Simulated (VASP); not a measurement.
# Al6Cl in VASP: single point with PBE

Aim: the single point of Al6Cl with PBE.

All numbers are computed with VASP 6.6.1; they aren't measurements. Logs are shortened: lines on timing, memory, paths and dates and some standing lists are left out, and cuts for length are marked.

### 1 The cell of the first run

The cell holds a slab with vacuum, 14 atoms: a = 5.714 Å, b = 5.714 Å, c = 22.175 Å, α = 90.00°, β = 90.00°, γ = 90.00°.

### 2 Single point, PBE

File INCAR:

```
PREC = Accurate
ENCUT = 520
EDIFF = 1E-6
ISMEAR = 0
SIGMA = 0.1
LREAL = F
LASPH = T
NELM = 100
ALGO = Fast
ISIF = 2
LWAVE = F
LCHARG = T
LDIPOL = T
IDIPOL = 3
DIPOL = 0.5 0.5 0.297
GGA = PE
LELF = T
LVHAR = T
LVACPOTAV = T
NBANDS = 38
```

File KPOINTS:

```
regular mesh
0
Gamma
  5 5 1
```

File POSCAR:

```
Al6Cl
1.0
    5.7135165837      0.0000000000      0.0000000000
    0.0000000000      5.7135165837      0.0000000000
    0.0000000000      0.0000000000     22.1746954317
Al Cl
12 2
Direct
    0.2500000000      0.2500000000      0.1803857921
    0.2500000000      0.7500000000      0.1803857921
    0.7500000000      0.2500000000      0.1803857921
    0.7500000000      0.7500000000      0.1803857921
    0.0000000000      0.0000000000      0.2744050922
    0.0000000000      0.5000000000      0.2744050922
    0.5000000000      0.0000000000      0.2744050922
    0.5000000000      0.5000000000      0.2744050922
    0.2500000000      0.2500000000      0.3686497277
    0.2500000000      0.7500000000      0.3686497277
    0.7500000000      0.2500000000      0.3686497277
    0.7500000000      0.7500000000      0.3686497277
    0.0000000000     -0.1662723799      0.4335886128
    0.0000000000      0.1662723799      0.4335886128
```

Potentials or basis: VASP PAW PBE potentials, release 64 (Al, Cl).

On the command line:

```bash
cat potpaw_PBE.64/Al/POTCAR potpaw_PBE.64/Cl/POTCAR > POTCAR
mpirun -np 1 vasp_std > vasp.out
```

OUTCAR:

```text
PREC = Accurate
   ENCUT = 520
   EDIFF = 1E-6
   ISMEAR = 0
   LREAL = F
   LASPH = T
   NELM = 100
   ISIF = 2
   GGA = PE

 ion  position               nearest neighbor table
   1  0.250  0.250  0.180-   2 2.86   3 2.86   2 2.86   3 2.86   7 2.90   8 2.90   5 2.90   6 2.90

   2  0.250  0.750  0.180-   1 2.86   4 2.86   1 2.86   4 2.86   7 2.90   8 2.90   5 2.90   6 2.90

   3  0.750  0.250  0.180-   1 2.86   4 2.86   4 2.86   1 2.86   7 2.90   8 2.90   5 2.90   6 2.90
[... 4 lines left out ...]
                            11 2.91  12 2.91   9 2.91  10 2.91
   6  0.000  0.500  0.274-   5 2.86   8 2.86   5 2.86   8 2.86   1 2.90   2 2.90   3 2.90   4 2.90
                            11 2.91  12 2.91   9 2.91  10 2.91
   7  0.500  0.000  0.274-   5 2.86   8 2.86   8 2.86   5 2.86   1 2.90   2 2.90   3 2.90   4 2.90
                            11 2.91  12 2.91   9 2.91  10 2.91
   8  0.500  0.500  0.274-   6 2.86   7 2.86   7 2.86   6 2.86   1 2.90   2 2.90   3 2.90   4 2.90
                            11 2.91  12 2.91   9 2.91  10 2.91
   9  0.250  0.250  0.369-  14 2.08  11 2.86  10 2.86  10 2.86  11 2.86   6 2.91   7 2.91   8 2.91
                             5 2.91
  10  0.250  0.750  0.369-  13 2.08  12 2.86   9 2.86   9 2.86  12 2.86   6 2.91   7 2.91   8 2.91
                             5 2.91
  11  0.750  0.250  0.369-  14 2.08  12 2.86   9 2.86  12 2.86   9 2.86   6 2.91   7 2.91   8 2.91
                             5 2.91
  12  0.750  0.750  0.369-  13 2.08  11 2.86  10 2.86  11 2.86  10 2.86   6 2.91   7 2.91   8 2.91
                             5 2.91
  13  0.000  0.834  0.434-  14 1.90  12 2.08  10 2.08
  14  0.000  0.166  0.434-  13 1.90  11 2.08   9 2.08

  LATTYP: Found a simple tetragonal cell.
 ALAT       =     5.7135165837
 C/A-ratio  =     3.8810940875

  Lattice vectors:

 A1 = (   5.7135165837,   0.0000000000,   0.0000000000)
 A2 = (   0.0000000000,   5.7135165837,   0.0000000000)
 A3 = (   0.0000000000,   0.0000000000,  22.1746954317)

Analysis of symmetry for initial positions (statically):
=====================================================================
 Subroutine PRICEL returns:
 Original cell was already a primitive cell.

 Routine SETGRP: Setting up the symmetry group for a
 simple tetragonal supercell.

 Subroutine GETGRP returns: Found  4 space group operations
 (whereof  4 operations were pure point group operations)
 out of a pool of 16 trial point group operations.

The static configuration has the point symmetry C_2v.

Analysis of symmetry for dynamics (positions and initial velocities):
=====================================================================
 Subroutine PRICEL returns:
 Original cell was already a primitive cell.

 Routine SETGRP: Setting up the symmetry group for a
 simple tetragonal supercell.

 Subroutine GETGRP returns: Found  4 space group operations
 (whereof  4 operations were pure point group operations)
 out of a pool of 16 trial point group operations.

The dynamic configuration has the point symmetry C_2v.

 Subroutine INISYM returns: Found  4 space group operations
 (whereof  4 operations are pure point group operations),
 and found     1 'primitive' translations

----------------------------------------------------------------------------------------

                                     Primitive cell

  volume of cell :     723.8768

  direct lattice vectors                    reciprocal lattice vectors
     5.713516584  0.000000000  0.000000000     0.175023558  0.000000000  0.000000000
     0.000000000  5.713516584  0.000000000     0.000000000  0.175023558  0.000000000
     0.000000000  0.000000000 22.174695432     0.000000000  0.000000000  0.045096448

  length of vectors
     5.713516584  5.713516584 22.174695432     0.175023558  0.175023558  0.045096448

  position of ions in fractional coordinates (direct lattice)
     0.250000000  0.250000000  0.180385792
     0.250000000  0.750000000  0.180385792
     0.750000000  0.250000000  0.180385792
     0.750000000  0.750000000  0.180385792
     0.000000000  0.000000000  0.274405092
     0.000000000  0.500000000  0.274405092
     0.500000000  0.000000000  0.274405092
     0.500000000  0.500000000  0.274405092
     0.250000000  0.250000000  0.368649728
[... 41 lines left out ...]
  Shift w.r.t. Gamma in fractional coordinates (k-lattice)
     0.000000000  0.000000000  0.000000000

 Subroutine IBZKPT returns following result:
 ===========================================

 Found      9 irreducible k-points:

 Following reciprocal coordinates:
            Coordinates               Weight
  0.000000  0.000000  0.000000      1.000000
  0.200000  0.000000  0.000000      2.000000
  0.000000  0.200000  0.000000      2.000000
  0.400000  0.000000  0.000000      2.000000
  0.000000  0.400000  0.000000      2.000000
  0.200000  0.200000  0.000000      4.000000
  0.400000  0.200000  0.000000      4.000000
 -0.200000  0.400000  0.000000      4.000000
  0.400000  0.400000  0.000000      4.000000
   k-points           NKPTS =      9   k-points in BZ     NKDIM =      9   number of bands    NBANDS=     38
   number of dos      NEDOS =    301   number of ions     NIONS =     14
   total plane-waves  NPLWV = 296352
   dimension x,y,z NGX =    42 NGY =   42 NGZ =  168
   dimension x,y,z NGXF=    84 NGYF=   84 NGZF=  336
   ions per type =              12   2
   NGX,Y,Z   is equivalent  to a cutoff of  12.22, 12.22, 12.60 a.u.
   NGXF,Y,Z  is equivalent  to a cutoff of  24.44, 24.44, 25.19 a.u.
 SYSTEM =  unknown system
   PREC   = accura    normal or accurate (medium, high low for compatibility)
   ISTART =      0    job   : 0-new  1-cont  2-samecut
   ICHARG =      2    charge: 1-file 2-atom 10-const
   ISPIN  =      1    spin polarized calculation?
   LNONCOLLINEAR =      F non collinear calculations
   LSORBIT =      F    spin-orbit coupling
   LASPH  =      T    aspherical Exc in radial PAW
   ENCUT  =  520.0 eV  38.22 Ry    6.18 a.u.  10.62 10.62 41.23*2*pi/ulx,y,z
   NELM   =    100;   NELMIN=  2; NELMDL= -5     # of ELM steps
   EDIFF  = 0.1E-05   stopping-criterion for ELM
   LREAL  =      F    real-space projection
   EDIFFG = 0.1E-04   stopping-criterion for IOM
   NSW    =      0    number of steps for IOM
   IBRION =     -1    ionic relax: 0-MD 1-quasi-New 2-CG
   NFREE  =      0    steps in history (QN), initial steepest desc. (CG)
   ISIF   =      2    stress and relaxation
   ISYM   =      2    0-nonsym 1-usesym 2-fastsym
   POTIM  = 0.5000    time-step for ionic-motion
   TEBEG  =    0.0;   TEEND  =   0.0 temperature during run
   PSTRESS=    0.0 pullay stress
   NELECT =      50.0000    total number of electrons
   NUPDOWN=      -1.0000    fix difference up-down
   EMIN   =  10.00;   EMAX   =-10.00  energy-range for DOS
   EFERMI =   0.00;   METHOD = LEGACY
   ISMEAR =     0;   SIGMA  =   0.10  broadening in eV -4-tet -1-fermi 0-gaus
   EFERMI_NEDOS =   21; number of points for ismear=-14 and -15
   IALGO  =     68    algorithm
   IMIX   =      4    mixing-type and parameters
     AMIX     =   0.40;   BMIX     =  1.00
     AMIX_MAG =   1.60;   BMIX_MAG =  1.00
  volume/ion in A,a.u.               =      51.71       348.93
  Fermi-wavevector in a.u.,A,eV,Ry     =   0.671702  1.269333  6.138725  0.451184
  Thomas-Fermi vector in A             =   1.747601
   LORBIT       =      0    0 simple, 1 ext, 2 COOP (PROOUT), +10 PAW based schemes
   GGA     = PE    functional components
   LHFCALC =     F    Hartree Fock is set to
   AEXX    =    0.0000 exact exchange contribution
   IVDW    =     0    specifies the selected vdW correction
   LEPSILON=     F    determine dielectric tensor
   LRPA    =     F    only Hartree local field effects (RPA)
 non-spin polarized calculation
 RMM-DIIS sequential band-by-band and
 Gauss-broadening in eV      SIGMA  =   0.10
  energy-cutoff  :      520.00
  volume of cell :      723.88
 maximum number of plane-waves:     19525
   NGX = 21   NGY = 21   NGZ = 83

 dipolmoment           0.000000      0.000000      0.152073 electrons x Angstroem

 number of electron      50.0000006 magnetization

 dipolmoment           0.000000      0.000000     -0.169170 electrons x Angstroem

 Free energy of the ion-electron system (eV)
  ---------------------------------------------------
  ext. energy  EPLUGINS =         0.00000000
  ---------------------------------------------------
  free energy    TOTEN  =       -41.08511935 eV

  energy without entropy =      -41.06166739  energy(sigma->0) =      -41.07339337

 E-fermi :   0.0067     XC(G=0):  -4.0661

 val. band max:       -0.0477074852   @ k =   0.4000   0.0000   0.0000
 cond. band min:       0.0217041946   @ k =   0.2000   0.0000   0.0000
 fundamental gap:      0.0694116799
 Fermi energy:         0.0066962108

 k-point     1 :       0.0000    0.0000    0.0000
  band No.  band energies     occupation
      1     -21.8683      2.00000
      2     -17.3535      2.00000
      3     -11.0807      2.00000
      4      -9.8917      2.00000
      5      -9.7104      2.00000
      6      -9.0125      2.00000
[... 349 lines left out ...]
     36       2.8367      0.00000
     37       3.0743      0.00000
 [bands above 37 left out]

------------------------ aborting loop because EDIFF is reached ----------------------------------------

  FORCE on cell =-STRESS in cart. coord.  units (eV):
  Direction    XX          YY          ZZ          XY          YZ          ZX
  --------------------------------------------------------------------------------------
  -------------------------------------------------------------------------------------
  Total        5.9983635     24.5066378     11.0842342      0.0000000      0.0000000      0.0000000
  in kB       13.2763508     54.2412472     24.5330548      0.0000000      0.0000000      0.0000000
  external PRESSURE =      30.6835509 kB  Pullay stress =       0.0000000 kB

 VOLUME and BASIS-vectors are now :
 -----------------------------------------------------------------------------
  energy-cutoff  :      520.00
  volume of cell :      723.88
      direct lattice vectors                 reciprocal lattice vectors
     5.713516584  0.000000000  0.000000000     0.175023558  0.000000000  0.000000000
     0.000000000  5.713516584  0.000000000     0.000000000  0.175023558  0.000000000
     0.000000000  0.000000000 22.174695432     0.000000000  0.000000000  0.045096448

 POSITION                                       TOTAL-FORCE (eV/Angst)
 -----------------------------------------------------------------------------------
      1.42838      1.42838      4.00000        -0.116143      0.009964      0.064572
      1.42838      4.28514      4.00000        -0.116143     -0.009964      0.064572
      4.28514      1.42838      4.00000         0.116143      0.009964      0.064572
      4.28514      4.28514      4.00000         0.116143     -0.009964      0.064572
      0.00000      0.00000      6.08485         0.000000      0.000000      0.150290
      0.00000      2.85676      6.08485         0.000000      0.000000      0.258344
      2.85676      0.00000      6.08485         0.000000      0.000000     -0.052293
      2.85676      2.85676      6.08485         0.000000      0.000000     -0.228671
      1.42838      1.42838      8.17470         2.404976      1.174470     -2.259619
      1.42838      4.28514      8.17470         2.404976     -1.174470     -2.259619
      4.28514      1.42838      8.17470        -2.404976      1.174470     -2.259619
      4.28514      4.28514      8.17470        -2.404976     -1.174470     -2.259619
      0.00000      4.76352      9.61470         0.000000    -13.583501      4.326259
      0.00000      0.95000      9.61470         0.000000     13.583501      4.326259
 -----------------------------------------------------------------------------------
    total drift:                                0.000000     -0.000000     -0.000757

  FREE ENERGIE OF THE ION-ELECTRON SYSTEM (eV)
  ---------------------------------------------------
  free  energy   TOTEN  =       -41.0851193528 eV

  energy  without entropy=      -41.0616673858  energy(sigma->0) =      -41.07339337

 vacuum level on the upper side and lower side of the slab         3.352         4.290
```

Wall time 15 min (1 thread of Oxide Virtual Turin-like, shared host); peak memory 0.7 GiB.

What came out:

- Free energy: -41.0851 eV
- Largest force: 14.256 eV/Å
- Band gap on the k mesh: zero (bands 25 and 26 overlap by 0.94 eV)

Forces in eV/Å, atoms in the order of the input:
```
Al   -0.116   0.010   0.065
Al   -0.116  -0.010   0.065
Al    0.116   0.010   0.065
Al    0.116  -0.010   0.065
Al    0.000   0.000   0.150
Al    0.000   0.000   0.258
Al    0.000   0.000  -0.052
Al    0.000   0.000  -0.229
Al    2.405   1.174  -2.260
Al    2.405  -1.174  -2.260
Al   -2.405   1.174  -2.260
Al   -2.405  -1.174  -2.260
Cl    0.000 -13.584   4.326
Cl    0.000  13.584   4.326
```

Levels at points of the mesh, in eV from the Fermi level:
```csv
k point,band 23,band 24,band 25,band 26,band 27,band 28
"(0.00, 0.00, 0.00)",-0.63,-0.57,-0.50,-0.44,-0.18,-0.14
```

The gap in the log of VASP goes by the Fermi energy; the results here count the filled bands.